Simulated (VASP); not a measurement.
# InP (zinc blende) (F-43m) in VASP: single point with r2SCAN

Aim: the single point of InP (zinc blende) with r2SCAN.

Program: VASP 6.6.1. These are calculated values, not measurements. Logs are shortened: lines on timing, memory, paths and dates and some standing lists are left out, and cuts for length are marked.

### Step 1. The cell of the first run

It takes space group F-43m (No. 216, cubic). Conventional cell: a = 5.907 Å, b = 5.907 Å, c = 5.907 Å, α = 90.00°, β = 90.00°, γ = 90.00°. In (site symmetry -43m) has 4 P at 2.56 Å within 3.4 Å. P (site symmetry -43m) has 4 In at 2.56 Å within 3.4 Å.

### Step 2. Single point, r2SCAN (volume scaled by 1.02)

Input file POSCAR:

```
InP
1.0
    0.0000000000      2.9534310298      2.9534310298
    2.9534310298      0.0000000000      2.9534310298
    2.9534310298      2.9534310298      0.0000000000
In P
1 1
Direct
    0.0000000000      0.0000000000      0.0000000000
    0.2500000000      0.2500000000      0.2500000000
```

Input file INCAR.step1:

```
SYSTEM = InP
PREC     = Accurate       ! precision mode
ENCUT    = 520            ! plane-wave cutoff, eV
ISMEAR   = 0              ! smearing method
SIGMA    = 0.01           ! smearing width, eV
LREAL    = .FALSE.        ! projectors in reciprocal space
LASPH    = .TRUE.         ! aspherical terms in the spheres
NELM     = 60             ! most SCF steps
NBANDS   = 16             ! bands
GGA      = PE             ! functional
ALGO     = Normal         ! electronic algorithm
EDIFF    = 1E-4           ! SCF threshold, eV
LWAVE    = .TRUE.         ! write WAVECAR
LCHARG   = .FALSE.        ! write CHGCAR
```

Input file INCAR.step2:

```
SYSTEM = InP
PREC     = Accurate       ! precision mode
ENCUT    = 520            ! plane-wave cutoff, eV
EDIFF    = 1E-6           ! SCF threshold, eV
ISMEAR   = 0              ! smearing method
SIGMA    = 0.01           ! smearing width, eV
LREAL    = .FALSE.        ! projectors in reciprocal space
LASPH    = .TRUE.         ! aspherical terms in the spheres
NELM     = 60             ! most SCF steps
ALGO     = Normal         ! electronic algorithm
ISIF     = 2              ! what is computed and relaxed
LWAVE    = .FALSE.        ! write WAVECAR
LCHARG   = .FALSE.        ! write CHGCAR
METAGGA  = R2SCAN         ! meta-GGA
LMIXTAU  = .TRUE.       
NBANDS   = 16             ! bands
ISTART   = 1
```

Input file KPOINTS:

```
regular mesh
0
G
  12 12 12
  0 0 0
```

Potentials or basis: VASP PAW PBE potentials, release 64 (In_d, P).

On the command line:

```console
$ cat potpaw_PBE.64/In_d/POTCAR potpaw_PBE.64/P/POTCAR > POTCAR
$ cp INCAR.step1 INCAR
$ mpirun -np 1 vasp_std > vasp.out
$ cp INCAR.step2 INCAR
$ mpirun -np 1 vasp_std > vasp.out
```

OUTCAR:

```text
SYSTEM = InP
   PREC = Accurate
   ENCUT = 520
   EDIFF = 1E-6
   ISMEAR = 0
   LREAL = .FALSE.
   LASPH = .TRUE.
   NELM = 60
   ISIF = 2
   METAGGA = R2SCAN
   ISTART = 1

 ion  position               nearest neighbor table
   1  0.000  0.000  0.000-   2 2.56   2 2.56   2 2.56   2 2.56
   2  0.250  0.250  0.250-   1 2.56   1 2.56   1 2.56   1 2.56

  LATTYP: Found a face centered cubic cell.
 ALAT       =     5.9068620596

  Lattice vectors:

 A1 = (   0.0000000000,   2.9534310298,   2.9534310298)
 A2 = (   2.9534310298,   0.0000000000,   2.9534310298)
 A3 = (   2.9534310298,   2.9534310298,   0.0000000000)

Analysis of symmetry for initial positions (statically):
=====================================================================
 Subroutine PRICEL returns:
 Original cell was already a primitive cell.

 Routine SETGRP: Setting up the symmetry group for a
 face centered cubic supercell.

 Subroutine GETGRP returns: Found 24 space group operations
 (whereof 24 operations were pure point group operations)
 out of a pool of 48 trial point group operations.

The static configuration has the point symmetry T_d .

Analysis of symmetry for dynamics (positions and initial velocities):
=====================================================================
 Subroutine PRICEL returns:
 Original cell was already a primitive cell.

 Routine SETGRP: Setting up the symmetry group for a
 face centered cubic supercell.

 Subroutine GETGRP returns: Found 24 space group operations
 (whereof 24 operations were pure point group operations)
 out of a pool of 48 trial point group operations.

The dynamic configuration has the point symmetry T_d .

 Subroutine INISYM returns: Found 24 space group operations
 (whereof 24 operations are pure point group operations),
 and found     1 'primitive' translations

----------------------------------------------------------------------------------------

                                     Primitive cell

  volume of cell :      51.5241

  direct lattice vectors                    reciprocal lattice vectors
     0.000000000  2.953431030  2.953431030    -0.169294625  0.169294625  0.169294625
     2.953431030  0.000000000  2.953431030     0.169294625 -0.169294625  0.169294625
     2.953431030  2.953431030  0.000000000     0.169294625  0.169294625 -0.169294625

  length of vectors
     4.176782218  4.176782218  4.176782218     0.293226893  0.293226893  0.293226893
[... 80 lines left out ...]
   NELM   =     60;   NELMIN=  2; NELMDL=  0     # of ELM steps
   EDIFF  = 0.1E-05   stopping-criterion for ELM
   LREAL  =      F    real-space projection
   EDIFFG = 0.1E-04   stopping-criterion for IOM
   NSW    =      0    number of steps for IOM
   IBRION =     -1    ionic relax: 0-MD 1-quasi-New 2-CG
   NFREE  =      0    steps in history (QN), initial steepest desc. (CG)
   ISIF   =      2    stress and relaxation
   ISYM   =      2    0-nonsym 1-usesym 2-fastsym
   POTIM  = 0.5000    time-step for ionic-motion
   TEBEG  =    0.0;   TEEND  =   0.0 temperature during run
   PSTRESS=    0.0 pullay stress
   NELECT =      18.0000    total number of electrons
   NUPDOWN=      -1.0000    fix difference up-down
   EMIN   =  10.00;   EMAX   =-10.00  energy-range for DOS
   EFERMI =   0.00;   METHOD = LEGACY
   ISMEAR =     0;   SIGMA  =   0.01  broadening in eV -4-tet -1-fermi 0-gaus
   EFERMI_NEDOS =   21; number of points for ismear=-14 and -15
   IALGO  =     38    algorithm
   IMIX   =      4    mixing-type and parameters
     AMIX     =   0.40;   BMIX     =  1.00
     AMIX_MAG =   1.60;   BMIX_MAG =  1.00
  volume/ion in A,a.u.               =      25.76       173.85
  Fermi-wavevector in a.u.,A,eV,Ry     =   1.152999  2.178852 18.087668  1.329406
  Thomas-Fermi vector in A             =   2.289646
   LORBIT       =      0    0 simple, 1 ext, 2 COOP (PROOUT), +10 PAW based schemes
   METAGGA = R2SCAN    functional components
   LHFCALC =     F    Hartree Fock is set to
   AEXX    =    0.0000 exact exchange contribution
   IVDW    =     0    specifies the selected vdW correction
   LEPSILON=     F    determine dielectric tensor
   LRPA    =     F    only Hartree local field effects (RPA)
 non-spin polarized calculation
 Gauss-broadening in eV      SIGMA  =   0.01
  energy-cutoff  :      520.00
  volume of cell :       51.52
 maximum number of plane-waves:      1411
   NGX = 15   NGY = 15   NGZ = 15

 number of electron      18.0000009 magnetization

 Free energy of the ion-electron system (eV)
  ---------------------------------------------------
  ext. energy  EPLUGINS =         0.00000000
  ---------------------------------------------------
  free energy    TOTEN  =       -32.29889268 eV

  energy without entropy =      -32.29889268  energy(sigma->0) =      -32.29889268

 E-fermi :   4.8205     XC(G=0):  -9.7726

 val. band max:        4.7566508975   @ k =   0.0000   0.0000   0.0000
 cond. band min:       5.7891105132   @ k =   0.0000   0.0000   0.0000
 fundamental gap:      1.0324596158
 Fermi energy:         4.8205155794

 k-point     1 :       0.0000    0.0000    0.0000
  band No.  band energies     occupation
      1      -9.8541      2.00000
      2      -9.8541      2.00000
      3      -9.8541      2.00000
      4      -9.6873      2.00000
      5      -9.6873      2.00000
      6      -7.0809      2.00000
[... 433 lines left out ...]
      3      -9.7977      2.00000
      4      -9.6849      2.00000
      5      -9.6770      2.00000
      6      -5.1786      2.00000
[... 8 lines left out ...]
     15      14.9444      0.00000
     16      16.0343      0.00000

 [... further k-points ...]

------------------------ aborting loop because EDIFF is reached ----------------------------------------

  FORCE on cell =-STRESS in cart. coord.  units (eV):
  Direction    XX          YY          ZZ          XY          YZ          ZX
  --------------------------------------------------------------------------------------
  -------------------------------------------------------------------------------------
  Total       -0.0303130     -0.0303130     -0.0303130     -0.0000000      0.0000000      0.0000000
  in kB       -0.9426037     -0.9426037     -0.9426037     -0.0000000      0.0000000      0.0000000
  external PRESSURE =      -0.9426037 kB  Pullay stress =       0.0000000 kB

 VOLUME and BASIS-vectors are now :
 -----------------------------------------------------------------------------
  energy-cutoff  :      520.00
  volume of cell :       51.52
      direct lattice vectors                 reciprocal lattice vectors
     0.000000000  2.953431030  2.953431030    -0.169294625  0.169294625  0.169294625
     2.953431030  0.000000000  2.953431030     0.169294625 -0.169294625  0.169294625
     2.953431030  2.953431030  0.000000000     0.169294625  0.169294625 -0.169294625

 POSITION                                       TOTAL-FORCE (eV/Angst)
 -----------------------------------------------------------------------------------
      0.00000      0.00000      0.00000         0.000000      0.000000      0.000000
      1.47672      1.47672      1.47672        -0.000000     -0.000000     -0.000000
 -----------------------------------------------------------------------------------
    total drift:                               -0.000002     -0.000002     -0.000002

  FREE ENERGIE OF THE ION-ELECTRON SYSTEM (eV)
  ---------------------------------------------------
  free  energy   TOTEN  =       -32.2988926792 eV

  energy  without entropy=      -32.2988926792  energy(sigma->0) =      -32.29889268
```

OUTCAR.step1:

```text
SYSTEM = InP
   PREC = Accurate
   ENCUT = 520
   ISMEAR = 0
   LREAL = .FALSE.
   LASPH = .TRUE.
[... 677 lines left out ...]
      0.00000      0.00000      0.00000        -0.000000     -0.000000     -0.000000
      1.47672      1.47672      1.47672         0.000000      0.000000      0.000000
 -----------------------------------------------------------------------------------
    total drift:                               -0.000000     -0.000000     -0.000000

  FREE ENERGIE OF THE ION-ELECTRON SYSTEM (eV)
  ---------------------------------------------------
  free  energy   TOTEN  =        -8.4013215551 eV

  energy  without entropy=       -8.4013215551  energy(sigma->0) =       -8.40132156
```

Run time: 58 s. Hardware: 1 thread of Intel Xeon 6975P-C (Granite Rapids), shared host; peak memory 0.22 GiB.

Results:

| Item | Value |
| --- | --- |
| Free energy | -32.2989 eV |
| Pressure | -0.1 GPa |
| Band gap on the k mesh | 1.03 eV, direct |

Caveat: the PAW data sets were made with another functional, which shifts forces and pressure a little; spin-orbit coupling is left out, which moves the levels of the heavy elements.
